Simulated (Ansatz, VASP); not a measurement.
## Rh2Au: VASP beside Ansatz

The input INCAR:

```
ALGO = Normal ; EDIFF = 1E-7
ENCUT = 520 ; GGA = PE
GGA_COMPAT = False ; ISIF = 2
ISMEAR = -1 ; LASPH = True
LCHARG = False ; LMAXMIX = 4
LORBIT = 11 ; LORBMOM = True
LREAL = False ; LSORBIT = True
LWAVE = False ; MAGMOM = 0 0 0 0 0 0 0 0 0
NBANDS = 54 ; NELM = 150
PREC = Accurate ; SIGMA = 0.15
```

File KPOINTS:

```
k-points
0
Gamma
  3 3 1
```

Contents of POSCAR:

```
Rh2Au
1.0
    3.7935070000     -0.0719760000      0.0971770000
   -1.9590860000      3.1466690000     -0.0236120000
    0.1586890000      0.0470970000      5.9825820000
Au Rh
1 2
Direct
    0.6351820000      0.2808840000      0.8442650000
    0.9943760000      0.9808440000      1.0946060000
    1.3160870000      0.6721490000      1.5999010000
```

Input for Ansatz:

```yaml
crystal:
  lattice:
    - [3.793507, -0.071976, 0.097177]
    - [-1.959086, 3.146669, -0.023612]
    - [0.158689, 0.047097, 5.982582]
  atoms:
    - { symbol: Au, position: [0.635182, 0.280884, 0.844265] }
    - { symbol: Rh, position: [0.994376, 0.980844, 1.094606] }
    - { symbol: Rh, position: [1.316087, 0.672149, 1.599901] }
kpoints:
  mp_grid: { grid: [3, 3, 1] }
hamiltonian:
  xc: pbe
  pseudopotentials:
    kind: paw_fr
    azcp:
      Au: "pseudopotentials/pbe/paw/ansatz_paw_generated_hard_1/Au.paw.azcp"
      Rh: "pseudopotentials/pbe/paw/ansatz_paw_generated_hard_1/Rh.paw.azcp"
scf:
  occupations: { method: fermi_dirac, width: 0.15 }
  convergence: { dr2_threshold: "1e-9 eV" }
  max_iter: 300
output:
  forces: true
  stress: true
  eigenvalues: true
magnetization:
  noncollinear: true
  spin_orbit: true
```

Alike in both runs: task single point; functional PBE; k mesh 3 × 3 × 1; occupations fermi-dirac, width 0.15 eV; non-collinear spin, spin-orbit coupling.

|  | VASP | Ansatz |
| --- | --- | --- |
| version | VASP 6.6.1 | Ansatz 0.2.0 development build |
| potentials or method | VASP PAW PBE potentials, release 64 (Au, Rh_pv) | plane waves, PAW datasets (generated hard set |
| plane-wave cutoff (eV) | 520 | 700 |
| valence electrons in the cell | 41 | 67 |

```csv
,VASP,Ansatz,Ansatz less VASP
rms of the force components (eV/Å),1.051,1.044,-0.0075
net moment per atom (μB),0.00,0.00,0.000
```

Atom by atom the forces differ by 0.009 eV/Å (rms over components). The functional is the same, so the differences come from potentials, cutoffs and numerics. VASP's potentials hold 41 valence electrons a cell and Ansatz's 67, so a difference there can come from the potentials and not from the codes. Ansatz's warnings: stress scf threshold loose.

The k mesh is coarse, so the values compare programs but aren't converged.
